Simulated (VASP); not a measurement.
Wanted: the native input for a VASP 6.6.1 run.

```
Task                   : relaxation of cell and atoms
Functional             : PBEsol
Potentials or basis    : VASP PAW PBE potentials, release 64 (In_d, As)
Cutoff                 : 600 eV
k mesh                 : 14 × 14 × 14
Occupations            : fermi-dirac, width 0.1 eV
Spin                   : no spin polarisation
Dipole correction      : no
Further INCAR settings : ALGO = Normal; EDIFF = 1e-07; IBRION = 2; EDIFFG = -0.002; NSW = 100; ISIF = 3
```

The structure of InAs lies in POSCAR:

```
InAs
1.0
    0.0000000000      3.0180000000      3.0180000000
    3.0180000000      0.0000000000      3.0180000000
    3.0180000000      3.0180000000      0.0000000000
In As
1 1
Direct
    0.0000000000      0.0000000000      0.0000000000
    0.7500000000      0.7500000000      0.7500000000
```

One way to write it, as run:

INCAR

```
ALGO = Normal
EDIFF = 1E-7
EDIFFG = -0.002
ENCUT = 600
GGA = PS
IBRION = 2
ISIF = 3
ISMEAR = -1
LASPH = T
LCHARG = F
LREAL = F
LWAVE = F
NELM = 60
NSW = 100
PREC = Accurate
SIGMA = 0.1
```

KPOINTS

```
k-points
0
Gamma
  14 14 14
```

Potentials or basis: VASP PAW PBE potentials, release 64 (In_d, As).

Command:

```sh
$ cat potpaw_PBE.64/In_d/POTCAR potpaw_PBE.64/As/POTCAR > POTCAR
$ mpirun -np 1 vasp_std > vasp.out
```

Results of the run:

```json
{
  "Relaxed volume": "28.24 Å³/atom",
  "Relaxed cell": "a = 4.307 Å, b = 4.307 Å, c = 4.307 Å, α = 60.00°, β = 60.00°, γ = 60.00°",
  "Space group after relaxing (to 0.1 Å)": "F-43m (No. 216)",
  "Energy gained by relaxing": "3.7 meV/atom",
  "Ionic steps": "3",
  "Pressure after relaxing": "0.0 GPa",
  "Band gap on the k mesh": "zero (filled and empty bands touch)"
}
```

Caveat: semilocal functionals underestimate gaps, so a narrow gap can read as zero; the PAW data sets were made with another functional, which shifts forces and pressure a little; spin-orbit coupling is left out, which moves the levels of the heavy elements.

It took 4.4 min on 1 thread of Intel Xeon 8259CL, with other jobs on the host, peak memory 0.29 GiB.
